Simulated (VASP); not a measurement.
A run of VASP 6.6.1 is set up as follows.

INCAR

```
PREC     = Accurate       # precision mode
ENCUT    = 600            # plane-wave cutoff, eV
EDIFF    = 1E-6           # SCF threshold, eV
ISMEAR   = -1             # smearing method
SIGMA    = 0.03           # smearing width, eV
LREAL    = F              # projectors in reciprocal space
LASPH    = T              # aspherical terms in the spheres
NELM     = 80             # most SCF steps
ALGO     = Normal         # electronic algorithm
ISIF     = 3              # what is computed and relaxed
LWAVE    = F              # write WAVECAR
LCHARG   = F              # write CHGCAR
GGA      = PS             # functional
IBRION   = 2              # ionic algorithm
NSW      = 100            # ionic steps
EDIFFG   = -0.01          # ionic threshold
```

The input KPOINTS:

```
regular mesh
0
Gamma
  6 6 4
```

Contents of POSCAR:

```
LiTlS2
1.0
    3.7555576736      0.0000000000      0.0000000000
    0.0000000000      3.7555576736      0.0000000000
    0.0000000000      0.0000000000      5.3111605963
Li S Tl
1 2 1
Direct
    0.0000000000      0.0000000000      0.0000000000
    0.0000000000      0.5000000000      0.2500000000
    0.5000000000      0.0000000000      0.7500000000
    0.5000000000      0.5000000000      0.5000000000
```

Potentials or basis: VASP PAW PBE potentials, release 64 (Li_sv, S, Tl_d).

The run is started by

```console
$ cat potpaw_PBE.64/Li_sv/POTCAR potpaw_PBE.64/S/POTCAR potpaw_PBE.64/Tl_d/POTCAR > POTCAR
$ mpirun -np 1 vasp_std > vasp.out
```

Question: What does it give for the band gap on the k mesh?

Answer: 0.87 eV.

Question: Estimate the relaxed cell.

Answer: a = 4.047 Å, b = 4.047 Å, c = 5.654 Å, α = 90.00°, β = 90.00°, γ = 90.00°.

Question: Predict the relaxed volume.

Answer: 23.16 Å³/atom.

Final structure:
```
CELL_PARAMETERS angstrom
4.04745 0.00000 0.00000
0.00000 4.04745 0.00000
0.00000 0.00000 5.65390
ATOMIC_POSITIONS crystal
Li 0.00000 0.00000 0.00000
S 0.00000 0.50000 0.22894
S 0.50000 0.00000 0.77106
Tl 0.50000 0.50000 0.50000
```

Caveat: the cutoff is under 1.25 times the usual one of these potentials, so pressure, stress and relaxed cells hold a basis-set (Pulay) error; the volume moved by over 15 % at a fixed basis, so the end points are rough; the PAW data sets were made with another functional, which shifts forces and pressure a little; spin-orbit coupling is left out, which moves the levels of the heavy elements. A k mesh can miss the band edges.
